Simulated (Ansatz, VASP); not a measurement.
Two plane-wave programs on Si

File INCAR:

```
SYSTEM = Si
ALGO = Fast
EDIFF = 1E-6
ENCUT = 520
GGA = PE
ISIF = 2
ISMEAR = 0
LASPH = .True.
LCHARG = .False.
LREAL = .False.
LWAVE = .False.
NBANDS = 26
NELM = 100
PREC = Accurate
SIGMA = 0.15
```

Contents of KPOINTS:

```
k-points
0
Gamma
  10 10 10
  0 0 0
```

The input POSCAR:

```
Si
1.0
   -3.4796820016      3.4796820016      3.2110505511
    3.4796820016     -3.4796820016      3.2110505511
    3.4796820016      3.4796820016     -3.2110505511
Si
8
Direct
    0.2028545115      0.2028545115      0.2028545115
    0.5000000000      0.0000000000      0.2971454885
    0.2971454885      0.5000000000      0.0000000000
    0.0000000000      0.2971454885      0.5000000000
    0.7971454885      0.7971454885      0.7971454885
    0.5000000000      0.0000000000      0.7028545115
    0.7028545115      0.5000000000      0.0000000000
    0.0000000000      0.7028545115      0.5000000000
```

Input for Ansatz:

```yaml
crystal:
  lattice:
    - [-3.4796820016, 3.4796820016, 3.2110505511]
    - [3.4796820016, -3.4796820016, 3.2110505511]
    - [3.4796820016, 3.4796820016, -3.2110505511]
  atoms:
    - { symbol: Si, position: [0.2028545115, 0.2028545115, 0.2028545115] }
    - { symbol: Si, position: [0.5, 0.0, 0.2971454885] }
    - { symbol: Si, position: [0.2971454885, 0.5, 0.0] }
    - { symbol: Si, position: [0.0, 0.2971454885, 0.5] }
    - { symbol: Si, position: [0.7971454885, 0.7971454885, 0.7971454885] }
    - { symbol: Si, position: [0.5, 0.0, 0.7028545115] }
    - { symbol: Si, position: [0.7028545115, 0.5, 0.0] }
    - { symbol: Si, position: [0.0, 0.7028545115, 0.5] }
basis:
  ecutwfc: 420
kpoints:
  mp_grid: { grid: [10, 10, 10] }
hamiltonian:
  xc: pbe
  pseudopotentials: { kind: paw, azcp: { folder: soft_1 } }
scf:
  occupations: { method: gaussian, width: 0.15 }
output:
  forces: true
  stress: true
  eigenvalues: true
```

Alike in both runs: task single point; functional PBE; k mesh 10 × 10 × 10; occupations gaussian, width 0.15 eV; no spin polarisation.

```csv
,VASP,Ansatz
version,VASP 6.6.1,Ansatz 0.2.0
potentials or method,"VASP PAW PBE potentials, release 64 (Si), cutoff 520 eV","scalar-relativistic, plane waves, PAW"
valence electrons in the cell,32,32
```

```tsv
	VASP	Ansatz	Ansatz less VASP
gap on the k mesh at the Fermi level (eV)	none	none	-
pressure (GPa)	-4.3	-4.2	+0.05
traceless stress, the component that is largest in VASP (GPa)	6.70	6.69	-0.010
rms of the force components (eV/Å)	0.227	0.227	+0.0001
```

Atom by atom the forces differ by 0.001 eV/Å (rms over components). A gap of «none» marks a metal or a gap that the smearing closes.
